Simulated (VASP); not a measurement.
# HfB2 (P6/mmm) in VASP: a series of runs

HfB2 is run at these levels: BLYP+D4, PBE; tasks: single point.

Everything below comes from runs of VASP 6.6.1. Logs are shortened: lines on timing, memory, paths and dates and some standing lists are left out, and cuts for length are marked.

### Step 1. The cell of the first run

The structure is hexagonal, space group P6/mmm (No. 191). The conventional cell has a = 3.122 Å, b = 3.122 Å, c = 3.472 Å, α = 90.00°, β = 90.00°, γ = 120.00°. Within 3.3 Å of Hf (site symmetry 6/mmm) lie 12 B at 2.50 Å and 6 Hf at 3.12 Å. Within 2.4 Å of B (site symmetry -6m2) lie 3 B at 1.80 Å.

### Step 2. Single point, BLYP+D4

File INCAR:

```
PREC     = Accurate       # precision mode
ENCUT    = 520            # plane-wave cutoff, eV
EDIFF    = 1E-6           # SCF threshold, eV
ISMEAR   = -1             # smearing method
SIGMA    = 0.05           # smearing width, eV
LREAL    = F              # projectors in reciprocal space
LASPH    = T              # aspherical terms in the spheres
NELM     = 80             # most SCF steps
ALGO     = Normal         # electronic algorithm
ISIF     = 2              # what is computed and relaxed
LWAVE    = F              # write WAVECAR
LCHARG   = T              # write CHGCAR
GGA      = B5             # functional
ALDAX    = 1.0          
AGGAX    = 1.0          
AGGAC    = 1.0          
ALDAC    = 0.0          
IVDW     = 13             # dispersion correction
VDW_S6   = 1.0          
VDW_S8   = 2.34076671   
VDW_A1   = 0.44488865   
VDW_A2   = 4.0933009    
LELF     = T              # ELF
LVHAR    = T            
NBANDS   = 15             # bands
```

File KPOINTS:

```
regular mesh
0
Gamma
  10 10 8
```

File POSCAR:

```
HfB2
1.0
    3.1224262826      0.0000000000      0.0000000000
   -1.5612131413      2.7041004822      0.0000000000
    0.0000000000      0.0000000000      3.4717136702
Hf B
1 2
Direct
    0.0000000000      0.0000000000      0.0000000000
    0.6666666667      0.3333333333      0.5000000000
    0.3333333333      0.6666666667      0.5000000000
```

Potentials or basis: VASP PAW PBE potentials, release 64 (Hf_pv, B).

The run is started by

```console
$ cat potpaw_PBE.64/Hf_pv/POTCAR potpaw_PBE.64/B/POTCAR > POTCAR
$ mpirun -np 1 vasp_std > vasp.out
```

OUTCAR:

```text
PREC = Accurate
   ENCUT = 520
   EDIFF = 1E-6
   ISMEAR = -1
   LREAL = F
   LASPH = T
   NELM = 80
   ISIF = 2
   GGA = B5
   IVDW = 13

 ion  position               nearest neighbor table
   1  0.000  0.000  0.000-   2 2.50   3 2.50   2 2.50   3 2.50   2 2.50   2 2.50   3 2.50   3 2.50
                             2 2.50   2 2.50   3 2.50   3 2.50
   2  0.667  0.333  0.500-   3 1.80   3 1.80   3 1.80   1 2.50   1 2.50   1 2.50   1 2.50   1 2.50
                             1 2.50
   3  0.333  0.667  0.500-   2 1.80   2 1.80   2 1.80   1 2.50   1 2.50   1 2.50   1 2.50   1 2.50
                             1 2.50

  LATTYP: Found a hexagonal cell.
 ALAT       =     3.1224262826
 C/A-ratio  =     1.1118640941

  Lattice vectors:

 A1 = (   3.1224262826,   0.0000000000,   0.0000000000)
 A2 = (  -1.5612131413,   2.7041004822,   0.0000000000)
 A3 = (   0.0000000000,   0.0000000000,   3.4717136702)

Analysis of symmetry for initial positions (statically):
=====================================================================
 Subroutine PRICEL returns:
 Original cell was already a primitive cell.

 Routine SETGRP: Setting up the symmetry group for a
 hexagonal supercell.

 Subroutine GETGRP returns: Found 24 space group operations
 (whereof 24 operations were pure point group operations)
 out of a pool of 24 trial point group operations.

The static configuration has the point symmetry D_6h.

Analysis of symmetry for dynamics (positions and initial velocities):
=====================================================================
 Subroutine PRICEL returns:
 Original cell was already a primitive cell.

 Routine SETGRP: Setting up the symmetry group for a
 hexagonal supercell.

 Subroutine GETGRP returns: Found 24 space group operations
 (whereof 24 operations were pure point group operations)
 out of a pool of 24 trial point group operations.

The dynamic configuration has the point symmetry D_6h.

 Subroutine INISYM returns: Found 24 space group operations
 (whereof 24 operations are pure point group operations),
 and found     1 'primitive' translations

----------------------------------------------------------------------------------------

                                     Primitive cell

  volume of cell :      29.3129

  direct lattice vectors                    reciprocal lattice vectors
     3.122426283  0.000000000  0.000000000     0.320263766  0.184904371  0.000000000
    -1.561213141  2.704100482  0.000000000     0.000000000  0.369808743  0.000000000
     0.000000000  0.000000000  3.471713670     0.000000000  0.000000000  0.288042188

  length of vectors
     3.122426283  3.122426283  3.471713670     0.369808743  0.369808743  0.288042188

  position of ions in fractional coordinates (direct lattice)
     0.000000000  0.000000000  0.000000000
     0.666666667  0.333333333  0.500000000
     0.333333333  0.666666667  0.500000000

  ion indices of the primitive-cell ions
   primitive index   ion index
                 1           1
                 2           2
                 3           3

----------------------------------------------------------------------------------------

 KPOINTS: regular mesh

Automatic generation of k-mesh.
 Grid dimensions read from file:
 generate k-points for:   10   10    8

 Generating k-lattice:

  Cartesian coordinates                     Fractional coordinates (reciprocal lattice)
     0.032026377  0.018490437  0.000000000     0.100000000 -0.000000000  0.000000000
     0.000000000  0.036980874  0.000000000     0.000000000  0.100000000  0.000000000
     0.000000000  0.000000000  0.036005273     0.000000000  0.000000000  0.125000000

  Length of vectors
     0.036980874  0.036980874  0.036005273

  Shift w.r.t. Gamma in fractional coordinates (k-lattice)
     0.000000000  0.000000000  0.000000000

 Subroutine IBZKPT returns following result:
 ===========================================

 Found     70 irreducible k-points:

 Following reciprocal coordinates:
            Coordinates               Weight
  0.000000  0.000000  0.000000      1.000000
  0.100000  0.000000  0.000000      6.000000
  0.200000  0.000000  0.000000      6.000000
  0.300000  0.000000  0.000000      6.000000
  0.400000  0.000000  0.000000      6.000000
  0.500000  0.000000  0.000000      3.000000
[... 16 lines left out ...]
  0.300000  0.100000  0.125000     24.000000
  0.400000  0.100000  0.125000     24.000000
 [... further k-points ...]
   k-points           NKPTS =     70   k-points in BZ     NKDIM =     70   number of bands    NBANDS=     15
   number of dos      NEDOS =    301   number of ions     NIONS =      3
   total plane-waves  NPLWV =  16128
   dimension x,y,z NGX =    24 NGY =   24 NGZ =   28
   dimension x,y,z NGXF=    48 NGYF=   48 NGZF=   56
   ions per type =               1   2
   NGX,Y,Z   is equivalent  to a cutoff of  12.78, 12.78, 13.41 a.u.
   NGXF,Y,Z  is equivalent  to a cutoff of  25.56, 25.56, 26.82 a.u.
 SYSTEM =  unknown system
   PREC   = accura    normal or accurate (medium, high low for compatibility)
   ISTART =      0    job   : 0-new  1-cont  2-samecut
   ICHARG =      2    charge: 1-file 2-atom 10-const
   ISPIN  =      1    spin polarized calculation?
   LNONCOLLINEAR =      F non collinear calculations
   LSORBIT =      F    spin-orbit coupling
   LASPH  =      T    aspherical Exc in radial PAW
   ENCUT  =  520.0 eV  38.22 Ry    6.18 a.u.   5.81  5.81  6.46*2*pi/ulx,y,z
   NELM   =     80;   NELMIN=  2; NELMDL= -5     # of ELM steps
   EDIFF  = 0.1E-05   stopping-criterion for ELM
   LREAL  =      F    real-space projection
   EDIFFG = 0.1E-04   stopping-criterion for IOM
   NSW    =      0    number of steps for IOM
   IBRION =     -1    ionic relax: 0-MD 1-quasi-New 2-CG
   NFREE  =      0    steps in history (QN), initial steepest desc. (CG)
   ISIF   =      2    stress and relaxation
   ISYM   =      2    0-nonsym 1-usesym 2-fastsym
   POTIM  = 0.5000    time-step for ionic-motion
   TEBEG  =    0.0;   TEEND  =   0.0 temperature during run
   PSTRESS=    0.0 pullay stress
   NELECT =      16.0000    total number of electrons
   NUPDOWN=      -1.0000    fix difference up-down
   EMIN   =  10.00;   EMAX   =-10.00  energy-range for DOS
   EFERMI =   0.00;   METHOD = LEGACY
   ISMEAR =    -1;   SIGMA  =   0.05  broadening in eV -4-tet -1-fermi 0-gaus
   EFERMI_NEDOS =   21; number of points for ismear=-14 and -15
   IALGO  =     38    algorithm
   IMIX   =      4    mixing-type and parameters
     AMIX     =   0.40;   BMIX     =  1.00
     AMIX_MAG =   1.60;   BMIX_MAG =  1.00
  volume/ion in A,a.u.               =       9.77        65.94
  Fermi-wavevector in a.u.,A,eV,Ry     =   1.337915  2.528293 24.354653  1.790017
  Thomas-Fermi vector in A             =   2.466426
   LORBIT       =      0    0 simple, 1 ext, 2 COOP (PROOUT), +10 PAW based schemes
   GGA     = B5    functional components
   LHFCALC =     F    Hartree Fock is set to
   AEXX    =    0.0000 exact exchange contribution
   IVDW    =    13    specifies the selected vdW correction
   LEPSILON=     F    determine dielectric tensor
   LRPA    =     F    only Hartree local field effects (RPA)
 non-spin polarized calculation
  energy-cutoff  :      520.00
  volume of cell :       29.31
 maximum number of plane-waves:       808
 NGX is ok and might be reduce to    24
   NGX = 11   NGY = 11   NGZ = 13

 number of electron      15.9999998 magnetization

 Free energy of the ion-electron system (eV)
  ---------------------------------------------------
  ext. energy  EPLUGINS =         0.00000000
  ---------------------------------------------------
  free energy    TOTEN  =       -23.34003346 eV

  energy without entropy =      -23.33743271  energy(sigma->0) =      -23.33873308

 E-fermi :   8.1932     XC(G=0): -12.0089

 val. band max:        8.1394816980   @ k =   0.2000   0.2000   0.1250
 cond. band min:       8.4147795687   @ k =   0.0000   0.0000   0.2500
 fundamental gap:      0.2752978707
 Fermi energy:         8.1932071772

 k-point     1 :       0.0000    0.0000    0.0000
  band No.  band energies     occupation
      1     -22.3655      2.00000
      2     -21.8560      2.00000
      3     -21.8560      2.00000
      4      -5.4143      2.00000
      5       5.3330      2.00000
      6       5.3330      2.00000
      7       5.3496      2.00000
      8       5.5238      2.00000
      9      12.2659      0.00000
     10      12.2659      0.00000
     11      12.8133      0.00000
     12      12.8133      0.00000
     13      13.4568      0.00000
     14      13.4797      0.00000
     15      13.4797      0.00000

 k-point     2 :       0.1000    0.0000    0.0000
  band No.  band energies     occupation
      1     -22.3522      2.00000
      2     -21.9373      2.00000
      3     -21.8740      2.00000
      4      -5.1978      2.00000
      5       4.7528      2.00000
      6       5.3236      2.00000
      7       5.3303      2.00000
      8       5.5688      2.00000
      9      11.5968      0.00000
     10      12.1197      0.00000
     11      12.1433      0.00000
     12      12.5293      0.00000
     13      14.0467      0.00000
     14      14.4055      0.00000
     15      14.7779      0.00000
[... 365 lines left out ...]
      3     -22.0411      2.00000
      4      -2.8264      2.00000
      5       1.1650      2.00000
      6       3.8105      2.00000
      7       4.5330      2.00000
      8       6.5144      2.00000
      9       9.3627      0.00000
     10      11.6211      0.00000
     11      12.5853      0.00000
     12      13.8748      0.00000
     13      15.7251      0.00000
     14      16.3874      0.00000
     15      19.2387      0.00000

 k-point    24 :       0.4000    0.1000    0.1250
  band No.  band energies     occupation
      1     -22.6060      2.00000
      2     -22.2602      2.00000
      3     -22.0816      2.00000
      4      -1.6313      2.00000
      5      -0.2807      2.00000
      6       3.6501      2.00000
      7       4.5023      2.00000
      8       6.0721      2.00000
      9       9.4427      0.00000
     10      12.4128      0.00000
     11      12.5358      0.00000
     12      14.5048      0.00000
     13      15.9377      0.00000
     14      16.8395      0.00000
     15      19.1343      0.00000

 [... further k-points ...]

------------------------ aborting loop because EDIFF is reached ----------------------------------------

  DFT-D4 for vdW energy calculation

  Edisp (eV):   -1.77759

  FORCE on cell =-STRESS in cart. coord.  units (eV):
  Direction    XX          YY          ZZ          XY          YZ          ZX
  --------------------------------------------------------------------------------------
  -------------------------------------------------------------------------------------
  Total       0.01978     0.01978     0.10285     0.00000     0.00000    -0.00000
  in kB       1.08135     1.08135     5.62175     0.00000     0.00000    -0.00000
  external pressure =        2.59 kB  Pullay stress =        0.00 kB

 VOLUME and BASIS-vectors are now :
 -----------------------------------------------------------------------------
  energy-cutoff  :      520.00
  volume of cell :       29.31
      direct lattice vectors                 reciprocal lattice vectors
     3.122426283  0.000000000  0.000000000     0.320263766  0.184904371  0.000000000
    -1.561213141  2.704100482  0.000000000     0.000000000  0.369808743  0.000000000
     0.000000000  0.000000000  3.471713670     0.000000000  0.000000000  0.288042188

 POSITION                                       TOTAL-FORCE (eV/Angst)
 -----------------------------------------------------------------------------------
      0.00000      0.00000      0.00000         0.000000      0.000000      0.000000
      1.56121      0.90137      1.73586        -0.000000      0.000000      0.000000
     -0.00000      1.80273      1.73586         0.000000      0.000000      0.000000
 -----------------------------------------------------------------------------------
    total drift:                                0.000000     -0.000000      0.000000

  FREE ENERGIE OF THE ION-ELECTRON SYSTEM (eV)
  ---------------------------------------------------
  free  energy   TOTEN  =       -25.1176197455 eV

  energy  without entropy=      -25.1150189980  energy(sigma->0) =      -25.11631937
```

Run time: 47 s. Hardware: 1 thread of Intel Xeon Platinum 8375C at 2.90GHz (Ice Lake), shared host; peak memory 0.16 GiB.

What came out:

* Free energy: -25.1176 eV
* Pressure: 0.3 GPa
* Band gap on the k mesh: zero (band 8 reaches 8.93 eV, above the bottom of band 9 at 8.04 eV)
* Dispersion energy per atom: -0.593 eV

Stress tensor (GPa, compression positive):
```
0.11 0.00 0.00
0.00 0.11 0.00
0.00 0.00 0.56
```

Caveat: the PAW data sets were made with another functional, which shifts forces and pressure a little; spin-orbit coupling is left out, which moves the levels of the heavy elements; pairwise dispersion overbinds metals, which lowers pressure and volume.

(Continued in part 2 of 2.)
